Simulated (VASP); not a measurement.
# TiAl (P-6m2) in VASP: further runs

The runs below take TiAl through single point, with r2SCAN+rVV10.

Everything below comes from runs of VASP 6.6.1. Logs are shortened: lines on timing, memory, paths and dates and some standing lists are left out, and cuts for length are marked.

## 1. The cell of the first run

The structure is hexagonal, space group P-6m2 (No. 187). The conventional cell has a = 2.867 Å, b = 2.867 Å, c = 4.678 Å, α = 90.00°, β = 90.00°, γ = 120.00°. Ti (site symmetry -6m2) has 6 Al at 2.87 Å and 6 Ti at 2.87 Å within 3.8 Å. Within 3.8 Å of Al (site symmetry -6m2) lie 6 Ti at 2.87 Å and 6 Al at 2.87 Å.

## 2. Single point, r2SCAN+rVV10

POSCAR reads:

```
TiAl
1.0
    2.8672622300      0.0000000000      0.0000000000
   -1.4336311200      2.4831219300      0.0000000000
    0.0000000000      0.0000000000      4.6780830000
Ti Al
1 1
Direct
    0.0000000000      0.0000000000      0.0000000000
    0.3333333300      0.6666666700      0.5000000000
```

INCAR.step1 reads:

```
PREC = Accurate
ENCUT = 520
ISMEAR = 0
SIGMA = 0.1
LREAL = F
LASPH = T
NELM = 60
NBANDS = 14
GGA = PE
ALGO = Normal
EDIFF = 1E-4
LWAVE = T
LCHARG = F
```

INCAR.step2 reads:

```
PREC = Accurate
ENCUT = 520
EDIFF = 1E-7
ISMEAR = 0
SIGMA = 0.1
LREAL = F
LASPH = T
NELM = 60
ALGO = Normal
ISIF = 2
LWAVE = F
LCHARG = F
METAGGA = R2SCAN
LMIXTAU = T
LUSE_VDW = T
IVDW_NL = 2
BPARAM = 11.95
CPARAM = 0.0093
NBANDS = 14
ISTART = 1
```

KPOINTS reads:

```
regular mesh
0
Gamma
  9 9 4
```

Potentials or basis: VASP PAW PBE potentials, release 64 (Ti_sv, Al).

The run is started by

```console
cat potpaw_PBE.64/Ti_sv/POTCAR potpaw_PBE.64/Al/POTCAR > POTCAR
cp INCAR.step1 INCAR
mpirun -np 1 vasp_std > vasp.out
cp INCAR.step2 INCAR
mpirun -np 1 vasp_std > vasp.out
```

OUTCAR:

```text
PREC = Accurate
   ENCUT = 520
   EDIFF = 1E-7
   ISMEAR = 0
   LREAL = F
   LASPH = T
   NELM = 60
   ISIF = 2
   METAGGA = R2SCAN
   IVDW_NL = 2
   BPARAM = 11.95
   ISTART = 1

 ion  position               nearest neighbor table
   1  0.000  0.000  0.000-   2 2.87   2 2.87   2 2.87   2 2.87   2 2.87   2 2.87
   2  0.333  0.667  0.500-   1 2.87   1 2.87   1 2.87   1 2.87   1 2.87   1 2.87

  LATTYP: Found a hexagonal cell.
 ALAT       =     2.8672622300
 C/A-ratio  =     1.6315504564

  Lattice vectors:

 A1 = (   2.8672622300,   0.0000000000,   0.0000000000)
 A2 = (  -1.4336311200,   2.4831219300,   0.0000000000)
 A3 = (   0.0000000000,   0.0000000000,   4.6780830000)

Analysis of symmetry for initial positions (statically):
=====================================================================
 Subroutine PRICEL returns:
 Original cell was already a primitive cell.

 Routine SETGRP: Setting up the symmetry group for a
 hexagonal supercell.

 Subroutine GETGRP returns: Found 12 space group operations
 (whereof 12 operations were pure point group operations)
 out of a pool of 24 trial point group operations.

The static configuration has the point symmetry D_3h.

Analysis of symmetry for dynamics (positions and initial velocities):
=====================================================================
 Subroutine PRICEL returns:
 Original cell was already a primitive cell.

 Routine SETGRP: Setting up the symmetry group for a
 hexagonal supercell.

 Subroutine GETGRP returns: Found 12 space group operations
 (whereof 12 operations were pure point group operations)
 out of a pool of 24 trial point group operations.

The dynamic configuration has the point symmetry D_3h.

 Subroutine INISYM returns: Found 12 space group operations
 (whereof 12 operations are pure point group operations),
 and found     1 'primitive' translations

----------------------------------------------------------------------------------------

                                     Primitive cell

  volume of cell :      33.3068

  direct lattice vectors                    reciprocal lattice vectors
     2.867262230  0.000000000  0.000000000     0.348764752  0.201359424  0.000000000
    -1.433631120  2.483121930  0.000000000     0.000000000  0.402718847  0.000000000
     0.000000000  0.000000000  4.678083000     0.000000000  0.000000000  0.213762774

  length of vectors
     2.867262230  2.867262232  4.678083000     0.402718847  0.402718847  0.213762774

  position of ions in fractional coordinates (direct lattice)
     0.000000000  0.000000000  0.000000000
     0.333333330  0.666666670  0.500000000

  ion indices of the primitive-cell ions
   primitive index   ion index
                 1           1
                 2           2

----------------------------------------------------------------------------------------

 KPOINTS: regular mesh

Automatic generation of k-mesh.
 Grid dimensions read from file:
 generate k-points for:    9    9    4

 Generating k-lattice:

  Cartesian coordinates                     Fractional coordinates (reciprocal lattice)
     0.038751639  0.022373269  0.000000000     0.111111111  0.000000000  0.000000000
     0.000000000  0.044746539  0.000000000     0.000000000  0.111111111  0.000000000
     0.000000000  0.000000000  0.053440694     0.000000000  0.000000000  0.250000000

  Length of vectors
     0.044746539  0.044746539  0.053440694

  Shift w.r.t. Gamma in fractional coordinates (k-lattice)
     0.000000000  0.000000000  0.000000000

 Subroutine IBZKPT returns following result:
 ===========================================

 Found     36 irreducible k-points:

 Following reciprocal coordinates:
            Coordinates               Weight
  0.000000  0.000000  0.000000      1.000000
  0.111111  0.000000  0.000000      6.000000
  0.222222  0.000000  0.000000      6.000000
  0.333333  0.000000  0.000000      6.000000
  0.444444  0.000000  0.000000      6.000000
  0.111111  0.111111  0.000000      6.000000
[... 16 lines left out ...]
  0.333333  0.222222  0.250000     24.000000
  0.333333  0.333333  0.250000      4.000000
 [... further k-points ...]
   k-points           NKPTS =     36   k-points in BZ     NKDIM =     36   number of bands    NBANDS=     14
   number of dos      NEDOS =    301   number of ions     NIONS =      2
   total plane-waves  NPLWV =  20736
   dimension x,y,z NGX =    24 NGY =   24 NGZ =   36
   dimension x,y,z NGXF=    48 NGYF=   48 NGZF=   72
   ions per type =               1   1
   NGX,Y,Z   is equivalent  to a cutoff of  13.92, 13.92, 12.79 a.u.
   NGXF,Y,Z  is equivalent  to a cutoff of  27.83, 27.83, 25.59 a.u.
 SYSTEM =  unknown system
   PREC   = accura    normal or accurate (medium, high low for compatibility)
   ISTART =      1    job   : 0-new  1-cont  2-samecut
   ICHARG =      0    charge: 1-file 2-atom 10-const
   ISPIN  =      1    spin polarized calculation?
   LNONCOLLINEAR =      F non collinear calculations
   LSORBIT =      F    spin-orbit coupling
   LASPH  =      T    aspherical Exc in radial PAW
   ENCUT  =  520.0 eV  38.22 Ry    6.18 a.u.   5.33  5.33  8.70*2*pi/ulx,y,z
   NELM   =     60;   NELMIN=  2; NELMDL=  0     # of ELM steps
   EDIFF  = 0.1E-06   stopping-criterion for ELM
   LREAL  =      F    real-space projection
   EDIFFG = 0.1E-05   stopping-criterion for IOM
   NSW    =      0    number of steps for IOM
   IBRION =     -1    ionic relax: 0-MD 1-quasi-New 2-CG
   NFREE  =      0    steps in history (QN), initial steepest desc. (CG)
   ISIF   =      2    stress and relaxation
   ISYM   =      2    0-nonsym 1-usesym 2-fastsym
   POTIM  = 0.5000    time-step for ionic-motion
   TEBEG  =    0.0;   TEEND  =   0.0 temperature during run
   PSTRESS=    0.0 pullay stress
   NELECT =      15.0000    total number of electrons
   NUPDOWN=      -1.0000    fix difference up-down
   EMIN   =  10.00;   EMAX   =-10.00  energy-range for DOS
   EFERMI =   0.00;   METHOD = LEGACY
   ISMEAR =     0;   SIGMA  =   0.10  broadening in eV -4-tet -1-fermi 0-gaus
   EFERMI_NEDOS =   21; number of points for ismear=-14 and -15
   IALGO  =     38    algorithm
   IMIX   =      4    mixing-type and parameters
     AMIX     =   0.40;   BMIX     =  1.00
     AMIX_MAG =   1.60;   BMIX_MAG =  1.00
  volume/ion in A,a.u.               =      16.65       112.38
  Fermi-wavevector in a.u.,A,eV,Ry     =   1.254857  2.371335 21.424622  1.574665
  Thomas-Fermi vector in A             =   2.388641
   LORBIT       =      0    0 simple, 1 ext, 2 COOP (PROOUT), +10 PAW based schemes
   METAGGA = R2SCAN    functional components
   LHFCALC =     F    Hartree Fock is set to
   AEXX    =    0.0000 exact exchange contribution
   IVDW_NL    =     2    kernel type
   BPARAM     =11.9500
   IVDW    =     0    specifies the selected vdW correction
   LEPSILON=     F    determine dielectric tensor
   LRPA    =     F    only Hartree local field effects (RPA)
 non-spin polarized calculation
 Gauss-broadening in eV      SIGMA  =   0.10
  energy-cutoff  :      520.00
  volume of cell :       33.31
 maximum number of plane-waves:       917
 NGX is ok and might be reduce to    24
   NGX = 11   NGY = 11   NGZ = 17

 number of electron      15.0000001 magnetization

 Free energy of the ion-electron system (eV)
  ---------------------------------------------------
  ext. energy  EPLUGINS =         0.00000000
  ---------------------------------------------------
  free energy    TOTEN  =       -19.90020081 eV

  energy without entropy =      -19.88826297  energy(sigma->0) =      -19.89423189

 E-fermi :   7.8648     XC(G=0): -11.7624

 val. band max:        7.8543425528   @ k =   0.3333   0.3333   0.2500
 cond. band min:       7.8782752111   @ k =   0.2222   0.1111   0.5000
 fundamental gap:      0.0239326583
 Fermi energy:         7.8648493386

 k-point     1 :       0.0000    0.0000    0.0000
  band No.  band energies     occupation
      1     -51.0048      2.00000
      2     -26.2885      2.00000
      3     -25.8463      2.00000
      4     -25.8462      2.00000
      5      -1.6366      2.00000
      6       5.4025      2.00000
      7       5.7305      2.00000
      8       9.2838      0.00000
      9       9.2838      0.00000
     10      10.9105      0.00000
     11      10.9105      0.00000
     12      12.0429      0.00000
     13      21.4787      0.00000
     14      21.4787      0.00000

 k-point     2 :       0.1111    0.0000    0.0000
  band No.  band energies     occupation
      1     -50.9931      2.00000
      2     -26.2770      2.00000
      3     -25.9190      2.00000
      4     -25.8625      2.00000
      5      -1.3127      2.00000
      6       5.7405      2.00000
      7       5.7941      2.00000
      8       8.9788      0.00000
      9       9.5402      0.00000
     10      10.8238      0.00000
     11      10.9619      0.00000
     12      12.1149      0.00000
     13      18.1688      0.00000
     14      19.7623      0.00000

 k-point     3 :       0.2222    0.0000    0.0000
  band No.  band energies     occupation
      1     -50.9635      2.00000
      2     -26.2478      2.00000
      3     -26.1005      2.00000
      4     -25.9035      2.00000
      5      -0.3607      2.00000
      6       5.9577      2.00000
      7       6.5332      2.00000
      8       8.3435      0.00000
      9      10.2453      0.00000
     10      10.6105      0.00000
     11      11.1574      0.00000
     12      12.2453      0.00000
     13      14.5664      0.00000
     14      18.1345      0.00000

 k-point     4 :       0.3333    0.0000    0.0000
  band No.  band energies     occupation
      1     -50.9296      2.00000
      2     -26.3027      2.00000
      3     -26.2144      2.00000
      4     -25.9498      2.00000
      5       1.1638      2.00000
      6       6.1480      2.00000
      7       6.7989      2.00000
      8       7.7523      1.88840
      9      10.3780      0.00000
     10      11.1858      0.00000
     11      11.5535      0.00000
     12      11.8049      0.00000
     13      13.0312      0.00000
     14      16.9571      0.00000

 k-point     5 :       0.4444    0.0000    0.0000
  band No.  band energies     occupation
      1     -50.9073      2.00000
      2     -26.4325      2.00000
      3     -26.1925      2.00000
      4     -25.9798      2.00000
      5       3.1349      2.00000
      6       5.5918      2.00000
      7       6.2747      2.00000
      8       6.9140      2.00000
      9      10.2315      0.00000
     10      11.9358      0.00000
     11      12.0040      0.00000
[... 276 lines left out ...]
 k-point    22 :       0.2222    0.2222    0.2500
  band No.  band energies     occupation
      1     -50.9146      2.00000
      2     -26.3116      2.00000
      3     -26.2011      2.00000
      4     -26.0519      2.00000
      5       2.2659      2.00000
      6       6.0930      2.00000
      7       7.3008      2.00000
      8       7.8296      1.38172
      9       8.9455      0.00000
     10      10.2797      0.00000
     11      11.1331      0.00000
     12      12.5409      0.00000
     13      13.5127      0.00000
     14      16.4469      0.00000

 k-point    23 :       0.3333    0.2222    0.2500
  band No.  band energies     occupation
      1     -50.8975      2.00000
      2     -26.3565      2.00000
      3     -26.1841      2.00000
      4     -26.1311      2.00000
      5       4.1209      2.00000
      6       6.0602      2.00000
      7       7.0046      2.00000
      8       7.4105      2.00000
      9       8.2554      0.00000
     10      10.5503      0.00000
     11      10.7718      0.00000
     12      12.2500      0.00000
     13      13.8008      0.00000
     14      15.2830      0.00000

 k-point    24 :       0.3333    0.3333    0.2500
  band No.  band energies     occupation
      1     -50.8916      2.00000
      2     -26.2685      2.00000
      3     -26.2635      2.00000
      4     -26.1783      2.00000
      5       5.8276      2.00000
      6       5.9942      2.00000
      7       6.2035      2.00000
      8       7.2293      2.00000
      9       7.8543      1.11812
     10      10.5492      0.00000
     11      10.7147      0.00000
     12      11.5818      0.00000
     13      14.9720      0.00000
     14      15.0790      0.00000

 [... further k-points ...]
[... 5 lines left out ...]
  --------------------------------------------------------------------------------------
  -------------------------------------------------------------------------------------
  Total       -0.2426844     -0.2426844     -0.5287434      0.0000000      0.0000000      0.0000000
  in kB      -11.6739810    -11.6739810    -25.4344381      0.0000000      0.0000000      0.0000000
  external PRESSURE =     -16.2608000 kB  Pullay stress =       0.0000000 kB

 VOLUME and BASIS-vectors are now :
 -----------------------------------------------------------------------------
  energy-cutoff  :      520.00
  volume of cell :       33.31
      direct lattice vectors                 reciprocal lattice vectors
     2.867262230  0.000000000  0.000000000     0.348764752  0.201359424  0.000000000
    -1.433631120  2.483121930  0.000000000     0.000000000  0.402718847  0.000000000
     0.000000000  0.000000000  4.678083000     0.000000000  0.000000000  0.213762774

 POSITION                                       TOTAL-FORCE (eV/Angst)
 -----------------------------------------------------------------------------------
      0.00000      0.00000      0.00000         0.000000      0.000000      0.000000
     -0.00000      1.65541      2.33904        -0.000000     -0.000000      0.000000
 -----------------------------------------------------------------------------------
    total drift:                               -0.000002      0.000001      0.000000

  FREE ENERGIE OF THE ION-ELECTRON SYSTEM (eV)
  ---------------------------------------------------
  free  energy   TOTEN  =       -19.9002008106 eV

  energy  without entropy=      -19.8882629702  energy(sigma->0) =      -19.89423189
```

It took 2.7 min on 1 thread of Intel Xeon 8259CL, shared host; peak memory 0.27 GiB.

What came out:

```yaml
Free_energy: -19.9002 eV
Pressure: -1.6 GPa
Band_gap_on_the_k_mesh: zero (an odd number of electrons rules out a gap without spin polarisation)
```

Levels at points of the mesh, in eV from the Fermi level:
| k point | band 3 | band 4 | band 5 | band 6 | band 7 | band 8 | band 9 | band 10 | band 11 | band 12 |
| --- | --- | --- | --- | --- | --- | --- | --- | --- | --- | --- |
| (0.00, 0.00, 0.00) | -33.71 | -33.71 | -9.50 | -2.46 | -2.13 | 1.42 | 1.42 | 3.05 | 3.05 | 4.18 |
| (0.00, 0.00, 0.50) | -33.71 | -33.71 | -8.57 | -5.67 | -0.46 | 1.43 | 1.43 | 2.97 | 2.97 | 7.06 |

Caveat: the PAW data sets were made with another functional, which shifts forces and pressure a little.

## 3. Single point, r2SCAN+rVV10

This run uses another cell than the first one, of 16.41 Å³/atom.

POSCAR reads:

```
TiAl
1.0
    2.8621753998      0.0000000029      0.0000000000
   -1.4310877024      2.4787166048      0.0000000000
    0.0000000000      0.0000000000      4.6273748565
Ti Al
1 1
Direct
    0.0000000000      0.0000000000      0.0000000000
    0.3333333333      0.6666666667      0.5000000000
```

INCAR.step1 reads:

```
SYSTEM = TiAl
ALGO = Normal ; EDIFF = 1E-4
ENCUT = 520 ; GGA = PE
ISMEAR = 0 ; LASPH = .TRUE.
LCHARG = .FALSE. ; LREAL = .FALSE.
LWAVE = .TRUE. ; NBANDS = 14
NELM = 100 ; PREC = Accurate
SIGMA = 0.1
```

INCAR.step2 reads:

```
SYSTEM = TiAl
ALGO = Normal ; BPARAM = 11.95
CPARAM = 0.0093 ; EDIFF = 1E-6
ENCUT = 520 ; ISIF = 2
ISMEAR = 0 ; ISTART = 1
IVDW_NL = 2 ; LASPH = .TRUE.
LCHARG = .FALSE. ; LMIXTAU = .TRUE.
LREAL = .FALSE. ; LUSE_VDW = .TRUE.
LWAVE = .FALSE. ; METAGGA = R2SCAN
NBANDS = 14 ; NELM = 100
PREC = Accurate ; SIGMA = 0.1
```

KPOINTS reads:

```
k-points
0
G
  18 18 10
  0 0 0
```

Potentials or basis: VASP PAW PBE potentials, release 64 (Ti_sv, Al).

The run is started by

```console
cat potpaw_PBE.64/Ti_sv/POTCAR potpaw_PBE.64/Al/POTCAR > POTCAR
cp INCAR.step1 INCAR
mpirun -np 1 vasp_std > vasp.out
cp INCAR.step2 INCAR
mpirun -np 1 vasp_std > vasp.out
```

It took 9.7 min on 1 thread of Intel Xeon 8259CL, shared host; peak memory 0.34 GiB.

The run converged. Its results:

* Free energy: -19.8970 eV
* Pressure: 0.1 GPa
* Band gap on the k mesh: zero (an odd number of electrons rules out a gap without spin polarisation)

Levels at points of the mesh, in eV from the Fermi level:
```csv
k point,band 5,band 6,band 7,band 8,band 9,band 10
"(0.00, 0.00, 0.00)",-9.50,-2.41,-2.02,1.46,1.46,3.10
"(0.50, 0.00, 0.00)",-3.96,-3.01,-1.56,-1.00,2.39,4.25
"(0.00, 0.00, 0.50)",-8.53,-5.65,-0.38,1.47,1.47,3.01
"(0.50, 0.00, 0.50)",-3.86,-2.56,-1.92,0.41,1.09,2.16
```

Caveat: the PAW data sets were made with another functional, which shifts forces and pressure a little.
